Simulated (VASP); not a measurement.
# Y (P6_3/mmc) in VASP: notebook, part 2 of 2

VASP 6.6.1.

## (4) Relaxation of cell and atoms, PBEsol, target pressure 10 GPa, at which the enthalpy is minimised

INCAR reads:

```
ALGO = Normal
EDIFF = 1E-6
EDIFFG = -0.02
ENCUT = 600
GGA = PS
IBRION = 2
ISIF = 3
ISMEAR = -1
LASPH = T
LCHARG = F
LREAL = F
LWAVE = F
NELM = 80
NSW = 80
PREC = Accurate
PSTRESS = 100.0
SIGMA = 0.05
```

KPOINTS reads:

```
k-points
0
Gamma
  8 8 5
```

POSCAR reads:

```
Y
1.0
    3.6474000000      0.0000000000      0.0000000000
   -1.8237000000      3.1587410578      0.0000000000
    0.0000000000      0.0000000000      5.7306000000
Y
2
Direct
    0.6666666667      0.3333333333      0.7500000000
    0.3333333333      0.6666666667      0.2500000000
```

Potentials or basis: VASP PAW PBE potentials, release 64 (Y_sv).

Command:

```sh
$ cat potpaw_PBE.64/Y_sv/POTCAR > POTCAR
$ mpirun -np 1 vasp_std > vasp.out
```

OUTCAR:

```text
EDIFF = 1E-6
   EDIFFG = -0.02
   ENCUT = 600
   GGA = PS
   IBRION = 2
   ISIF = 3
   ISMEAR = -1
   LASPH = T
   LREAL = F
   NELM = 80
   NSW = 80
   PREC = Accurate
   PSTRESS = 100.0

 ion  position               nearest neighbor table
   1  0.667  0.333  0.750-   2 3.56   2 3.56   2 3.56   2 3.56   2 3.56   2 3.56
   2  0.333  0.667  0.250-   1 3.56   1 3.56   1 3.56   1 3.56   1 3.56   1 3.56

  LATTYP: Found a hexagonal cell.
 ALAT       =     3.6474000000
 C/A-ratio  =     1.5711465702

  Lattice vectors:

 A1 = (   3.6474000000,   0.0000000000,   0.0000000000)
 A2 = (  -1.8237000000,   3.1587410578,   0.0000000000)
 A3 = (   0.0000000000,   0.0000000000,   5.7306000000)

Analysis of symmetry for initial positions (statically):
=====================================================================
 Subroutine PRICEL returns:
 Original cell was already a primitive cell.

 Routine SETGRP: Setting up the symmetry group for a
 hexagonal supercell.

 Subroutine GETGRP returns: Found 24 space group operations
 (whereof 12 operations were pure point group operations)
 out of a pool of 24 trial point group operations.

The static configuration has the point symmetry D_3d.
 The point group associated with its full space group is D_6h.

Analysis of symmetry for dynamics (positions and initial velocities):
=====================================================================
 Subroutine PRICEL returns:
 Original cell was already a primitive cell.

 Routine SETGRP: Setting up the symmetry group for a
 hexagonal supercell.

 Subroutine GETGRP returns: Found 24 space group operations
 (whereof 12 operations were pure point group operations)
 out of a pool of 24 trial point group operations.

The dynamic configuration has the point symmetry D_3d.
 The point group associated with its full space group is D_6h.

 Subroutine INISYM returns: Found 24 space group operations
 (whereof 12 operations are pure point group operations),
 and found     1 'primitive' translations

----------------------------------------------------------------------------------------

                                     Primitive cell
[... 103 lines left out ...]
   NUPDOWN=      -1.0000    fix difference up-down
   EMIN   =  10.00;   EMAX   =-10.00  energy-range for DOS
   EFERMI =   0.00;   METHOD = LEGACY
   ISMEAR =    -1;   SIGMA  =   0.05  broadening in eV -4-tet -1-fermi 0-gaus
   EFERMI_NEDOS =   21; number of points for ismear=-14 and -15
   IALGO  =     38    algorithm
   IMIX   =      4    mixing-type and parameters
     AMIX     =   0.40;   BMIX     =  1.00
     AMIX_MAG =   1.60;   BMIX_MAG =  1.00
  volume/ion in A,a.u.               =      33.01       222.77
  Fermi-wavevector in a.u.,A,eV,Ry     =   1.134967  2.144777 17.526345  1.288150
  Thomas-Fermi vector in A             =   2.271671
   LORBIT       =      0    0 simple, 1 ext, 2 COOP (PROOUT), +10 PAW based schemes
   GGA     = PS    functional components
   LHFCALC =     F    Hartree Fock is set to
   AEXX    =    0.0000 exact exchange contribution
   IVDW    =     0    specifies the selected vdW correction
   LEPSILON=     F    determine dielectric tensor
   LRPA    =     F    only Hartree local field effects (RPA)
 conjugate gradient relaxation of ions
 non-spin polarized calculation
  energy-cutoff  :      600.00
  volume of cell :       66.02
 maximum number of plane-waves:      2243
 NGX is ok and might be reduce to    30
   NGX = 15   NGY = 15   NGZ = 23

--------------------------------------- Ionic step        1  -------------------------------------------

 number of electron      22.0000002 magnetization

 Free energy of the ion-electron system (eV)
  ---------------------------------------------------
  ext. energy  EPLUGINS =         0.00000000
  ---------------------------------------------------
  free energy    TOTEN  =       -13.62077891 eV

  energy without entropy =      -13.58042992  energy(sigma->0) =      -13.60060442

 E-fermi :   2.8501     XC(G=0):  -9.5137

 val. band max:        2.8491235595   @ k =   0.2500   0.1250   0.0000
 cond. band min:       2.8969087862   @ k =   0.3750  -0.0000   0.0000
 fundamental gap:      0.0477852267
 Fermi energy:         2.8501408355

 k-point     1 :       0.0000    0.0000    0.0000
  band No.  band energies     occupation
      1     -39.7484      2.00000
      2     -39.6763      2.00000
      3     -20.0394      2.00000
      4     -19.5692      2.00000
      5     -19.5692      2.00000
      6     -19.4809      2.00000
      7     -19.4809      2.00000
      8     -19.4478      2.00000
      9      -1.8339      2.00000
     10       0.9936      2.00000
     11       3.7381      0.00000
     12       4.5976      0.00000
     13       4.5976      0.00000
     14       4.8843      0.00000
[... 718 lines left out ...]
--------------------------------------- Ionic step        9  -------------------------------------------

 number of electron      22.0000001 magnetization

 Free energy of the ion-electron system (eV)
  ---------------------------------------------------
  ext. energy  EPLUGINS =         0.00000000
  ---------------------------------------------------
  free energy    TOTEN  =       -13.35584597 eV

  energy without entropy =      -13.32561568  energy(sigma->0) =      -13.34073082

 E-fermi :   4.0935     XC(G=0): -10.5009

 val. band max:        4.0905430141   @ k =   0.2500   0.0000   0.0000
 cond. band min:       4.1005089304   @ k =   0.2500   0.1250   0.0000
 fundamental gap:      0.0099659163
 Fermi energy:         4.0934820924

 k-point     1 :       0.0000    0.0000    0.0000
  band No.  band energies     occupation
      1     -37.9795      2.00000
      2     -37.7876      2.00000
      3     -18.6423      2.00000
      4     -17.6227      2.00000
      5     -17.6227      2.00000
      6     -17.4501      2.00000
      7     -17.4501      2.00000
      8     -17.3958      2.00000
      9      -0.8827      2.00000
     10       1.8442      2.00000
     11       5.8885      0.00000
     12       6.0467      0.00000
     13       6.0467      0.00000
     14       6.3498      0.00000
[... 448 lines left out ...]
  energy  without entropy=      -13.3256156798  energy(sigma->0) =      -13.34073082

  enthalpy is  TOTEN    =       -10.1179110050 eV   P V=        3.2379349650

 reached required accuracy - stopping structural energy minimisation
```

OSZICAR:

```text
N       E                     dE             d eps       ncg     rms          rms(c)
DAV:   1     0.959709977036E+02    0.95971E+02   -0.12430E+04   900   0.154E+03
DAV:   2    -0.636661886580E+01   -0.10234E+03   -0.10133E+03  1124   0.306E+02
DAV:   3    -0.139176014482E+02   -0.75510E+01   -0.74883E+01  1698   0.504E+01
DAV:   4    -0.140996072522E+02   -0.18201E+00   -0.18194E+00  1111   0.857E+00
[... 83 lines left out ...]
DAV:   4    -0.133558178569E+02   -0.28823E-04   -0.56611E-05   998   0.491E-02    0.228E-02
DAV:   5    -0.133558460113E+02   -0.28154E-04   -0.84982E-05  1475   0.364E-02    0.111E-02
DAV:   6    -0.133558449061E+02    0.11051E-05   -0.15037E-06   667   0.803E-03    0.648E-03
DAV:   7    -0.133558459697E+02   -0.10635E-05   -0.82509E-07   569   0.888E-03    0.146E-03
DAV:   8    -0.133558459700E+02   -0.32196E-09   -0.52104E-08   450   0.183E-03
   9 F= -.10117911E+02 E0= -.10102796E+02  d E =-.875650E-04
```

CONTCAR:

```text
Y
   1.00000000000000
     3.3568313651156028    0.0000000000000000    0.0000000000000000
    -1.6784156825578014    2.9071012384558488   -0.0000000000000000
    -0.0000000000000000   -0.0000000000000000    5.3160495880011611
  Y
     2
Direct
     0.6666666667000030    0.3333333332999970    0.7500000000000000
     0.3333333332999970    0.6666666667000030    0.2500000000000000

  0.00000000E+00  0.00000000E+00  0.00000000E+00
  0.00000000E+00  0.00000000E+00  0.00000000E+00
```

Wall time 2.5 min (1 thread of Intel Xeon Platinum 8488C (Sapphire Rapids), shared host); peak memory 0.23 GiB.

Results:

```yaml
Free_energy: -13.3558 eV
Relaxed_volume: 25.94 Å³/atom
Relaxed_cell: a = 3.357 Å, b = 3.357 Å, c = 5.316 Å, α = 90.00°, β = 90.00°, γ = 120.00°
Space_group_after_relaxing_to_0.05_Å: P6_3/mmc (No. 194)
Energy_change_on_relaxing_the_enthalpy_is_what_falls: +132.5 meV/atom
Ionic_steps: 9
Pressure_after_relaxing: 10.0 GPa
Band_gap_on_the_k_mesh: zero (band 11 reaches 5.89 eV, above the bottom of band 12 at 3.74 eV)
```

The path:
| step | energy change (eV) | largest force (eV/Å) | pressure (GPa) | volume (Å³) |
| --- | --- | --- | --- | --- |
| 1 | 0.0000 | 0.0000 | -2.14 | 66.02 |
| 2 | 0.9486 | 0.0000 | 22.43 | 44.90 |
| 3 | 0.2566 | 0.0000 | 9.78 | 52.03 |
| 4 | 0.2726 | 0.0000 | 10.14 | 51.77 |
| 5 | 0.2732 | 0.0000 | 10.19 | 51.75 |
| 6 | 0.2743 | 0.0000 | 10.22 | 51.73 |
| 7 | 0.2741 | 0.0000 | 10.19 | 51.73 |
| 8 | 0.2588 | 0.0000 | 9.86 | 51.98 |
| 9 | 0.2649 | 0.0000 | 9.99 | 51.88 |

Final structure:
```
CELL_PARAMETERS angstrom
3.35683 0.00000 0.00000
-1.67842 2.90710 0.00000
0.00000 0.00000 5.31605
ATOMIC_POSITIONS crystal
Y 0.66667 0.33333 0.75000
Y 0.33333 0.66667 0.25000
```

Caveat: the cell is relaxed towards a set pressure, so the enthalpy falls and the energy may rise; the volume moved by over 15 % at a fixed basis, so the end points are rough; the PAW data sets were made with another functional, which shifts forces and pressure a little.

## (5) Relaxation of cell and atoms, PBEsol, target pressure 20 GPa, at which the enthalpy is minimised

INCAR reads:

```
SYSTEM = Y
PREC = Accurate ; ENCUT = 600
EDIFF = 1E-7 ; ISMEAR = -1
SIGMA = 0.05 ; LREAL = .FALSE.
LASPH = .TRUE. ; NELM = 80
ALGO = Normal ; ISIF = 3
LWAVE = .FALSE. ; LCHARG = .FALSE.
GGA = PS ; IBRION = 2
NSW = 80 ; EDIFFG = -0.02
PSTRESS = 200.0
```

KPOINTS reads:

```
regular mesh
0
G
  8 8 5
  0 0 0
```

POSCAR is that of step 4.

Command:

```sh
$ cat potpaw_PBE.64/Y_sv/POTCAR > POTCAR
$ mpirun -np 1 vasp_std > vasp.out
```

It took 3 min on 1 thread of Intel Xeon Platinum 8488C (Sapphire Rapids), shared host; peak memory 0.25 GiB.

It converged, with:

| Item | Value |
| --- | --- |
| Free energy | -12.8115 eV |
| Relaxed volume | 22.96 Å³/atom |
| Relaxed cell | a = 3.214 Å, b = 3.214 Å, c = 5.133 Å, α = 90.00°, β = 90.00°, γ = 120.00° |
| Space group after relaxing (to 0.05 Å) | P6_3/mmc (No. 194) |
| Energy change on relaxing (the enthalpy is what falls) | +404.6 meV/atom |
| Ionic steps | 8 |
| Pressure after relaxing | 20.0 GPa |
| Band gap on the k mesh | zero (band 11 reaches 6.84 eV, above the bottom of band 12 at 4.48 eV) |

Stress tensor (GPa, compression positive):
```
20.02  0.00  0.00
 0.00 20.02  0.00
 0.00  0.00 20.11
```

The path:
| step | energy change (eV) | largest force (eV/Å) | pressure (GPa) | volume (Å³) |
| --- | --- | --- | --- | --- |
| 1 | 0.0000 | 0.0000 | -2.13 | 66.02 |
| 2 | 4.8170 | 0.0000 | 78.94 | 31.33 |
| 3 | 0.6412 | 0.0000 | 17.18 | 47.39 |
| 4 | 0.7817 | 0.0000 | 19.59 | 46.17 |
| 5 | 0.8253 | 0.0000 | 20.34 | 45.82 |
| 6 | 0.7877 | 0.0000 | 19.70 | 46.10 |
| 7 | 0.7775 | 0.0000 | 19.55 | 46.18 |
| 8 | 0.8092 | 0.0000 | 20.05 | 45.92 |

Final structure:
```xyz
2
Lattice="3.2140 0.0000 0.0000 -1.6070 2.7834 0.0000 0.0000 0.0000 5.1332" Properties=species:S:1:pos:R:3 pbc="T T T"
Y     1.6070    0.9278    3.8499
Y     0.0000    1.8556    1.2833
```

Levels at points of the mesh, in eV from the Fermi level:
```
           k point  band 7  band 8  band 9  band 10  band 11  band 12  band 13  band 14  band 15
(0.00, 0.00, 0.00)  -21.17  -21.11   -5.04    -2.49     2.01     2.01     2.26     2.41     2.91
(0.50, 0.00, 0.00)  -21.54  -21.35   -2.09    -1.78    -1.54     1.00     1.69     2.02     2.84
```

Caveat: the cell is relaxed towards a set pressure, so the enthalpy falls and the energy may rise; the volume moved by over 15 % at a fixed basis, so the end points are rough; the PAW data sets were made with another functional, which shifts forces and pressure a little.

## (6) Relaxation of cell and atoms, PBEsol, target pressure 30 GPa, at which the enthalpy is minimised

INCAR reads:

```
SYSTEM = Y
  ALGO = Normal
  EDIFF = 1E-6
  EDIFFG = -0.02
  ENCUT = 600
  GGA = PS
  IBRION = 2
  ISIF = 3
  ISMEAR = -1
  LASPH = .True.
  LCHARG = .False.
  LREAL = .False.
  LWAVE = .False.
  NELM = 60
  NSW = 80
  PREC = Accurate
  PSTRESS = 300.0
  SIGMA = 0.05
```

KPOINTS reads:

```
k-points
0
Gamma
  8 8 5
  0 0 0
```

POSCAR is that of step 5.

Potentials or basis: VASP PAW PBE potentials, release 64 (Y_sv).

Command:

```sh
$ cat potpaw_PBE.64/Y_sv/POTCAR > POTCAR
$ mpirun -np 1 vasp_std > vasp.out
```

Run time: 4 min. Hardware: 1 thread of Intel Xeon Platinum 8488C (Sapphire Rapids), shared host; peak memory 0.26 GiB.

It converged, with:

```
Free energy                                            : -12.1995 eV
Relaxed volume                                         : 20.98 Å³/atom
Relaxed cell                                           : a = 3.111 Å, b = 3.111 Å, c = 5.005 Å, α = 90.00°, β = 90.00°, γ = 120.00°
Space group after relaxing (to 0.05 Å)                 : P6_3/mmc (No. 194)
Energy change on relaxing (the enthalpy is what falls) : +710.6 meV/atom
Ionic steps                                            : 10
Pressure after relaxing                                : 30.0 GPa
Band gap on the k mesh                                 : zero (band 11 reaches 7.45 eV, above the bottom of band 12 at 5.07 eV)
```

Stress tensor (GPa, compression positive):
```
29.94  0.00  0.00
 0.00 29.94  0.00
 0.00  0.00 30.07
```

The path:
```tsv
step	energy change (eV)	largest force (eV/Å)	pressure (GPa)	volume (Å³)
1	0.0000	0.0000	-2.14	66.02
2	14.5786	0.0000	273.53	20.81
3	0.9941	0.0000	23.13	44.57
4	1.2598	0.0000	27.46	42.89
5	1.4195	0.0000	30.03	42.00
6	1.3439	0.0000	28.81	42.41
7	1.3479	0.0000	28.88	42.37
8	1.3569	0.0000	29.00	42.31
9	1.5038	0.0000	31.28	41.53
10	1.4213	0.0000	29.98	41.96
```

Final structure:
```
Y
1.0
     3.11150    0.00000    0.00000
    -1.55575    2.69464    0.00000
     0.00000    0.00000    5.00457
Y
2
Direct
  0.66667 0.33333 0.75000
  0.33333 0.66667 0.25000
```

Levels at points of the mesh, in eV from the Fermi level:
| k point | band 9 | band 10 | band 11 | band 12 | band 13 | band 14 |
| --- | --- | --- | --- | --- | --- | --- |
| (0.00, 0.00, 0.00) | -5.02 | -2.67 | 2.05 | 2.05 | 2.22 | 3.02 |
| (0.50, 0.00, 0.00) | -2.41 | -1.81 | -1.79 | 1.46 | 1.73 | 2.18 |

Caveat: the cell is relaxed towards a set pressure, so the enthalpy falls and the energy may rise; the volume moved by over 15 % at a fixed basis, so the end points are rough; the PAW data sets were made with another functional, which shifts forces and pressure a little.

## (7) Overview

```tsv
cell	gap on the mesh (eV)	pressure (GPa)
relaxed	none	0.0
relaxed to 5 GPa	none	5.0
relaxed to 10 GPa	none	10.0
relaxed to 20 GPa	none	20.0
relaxed to 30 GPa	none	30.0
```

Alike in all rows: task relaxation of cell and atoms; level PBEsol; potentials or basis VASP PAW PBE potentials, release 64 (Y_sv); no spin polarisation; k mesh 8 × 8 × 5; cutoff (eV) 600; smearing fermi-dirac 0.05 eV.

Caveats: the PAW data sets were made with another functional, which shifts forces and pressure a little; the cell is relaxed towards a set pressure, so the enthalpy falls and the energy may rise (some runs); the volume moved by over 15 % at a fixed basis, so the end points are rough (some runs).

Total energies depend on the potentials used, so only differences within one code and one set of settings carry meaning.
